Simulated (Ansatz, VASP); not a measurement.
# Two plane-wave programs on Ni

```
Ni
1.0
    -1.35920    1.35920    1.35920
     1.35920   -1.35920    1.35920
     1.35920    1.35920   -1.35920
Ni
1
Direct
  0.00000 0.00000 0.00000
```

Alike in both runs: task relaxation of cell and atoms; functional LDA; k mesh 22 × 22 × 22; occupations fermi-dirac, width 0.1 eV; collinear spin.

|  | VASP | Ansatz |
| --- | --- | --- |
| version | VASP 6.6.1 | Ansatz 0.2.0 |
| potentials or method | VASP PAW LDA potentials, release 64 (Ni) | PAW with Ansatz's default frozen-core files, scalar-relativistic |
| plane-wave cutoff (eV) | 600 | 420 |
| valence electrons in the cell | 10 | 18 |

VASP gave:

- net moment per atom (μB): 0.01
- size of the moment on the site where the two differ most (μB): 0.01
- relaxed volume (Å³/atom): 10.06
- relaxed cell length with the largest relative difference (Å): 2.355

Question: Which values does Ansatz return?

Answer: net moment per atom (μB): 0.28; size of the moment on the site where the two differ most (μB): 0.29; relaxed volume (Å³/atom): 10.08; relaxed cell length with the largest relative difference (Å): 2.357.

The net moments are unlike, so the other rows may belong to different states. LDA's correlation is that of Perdew and Zunger in VASP and of Perdew and Wang (1992) in Ansatz. Site moments also hang on the region over which each program counts them. VASP's potentials hold 10 valence electrons a cell and Ansatz's 18, so a difference there can come from the potentials and not from the codes.
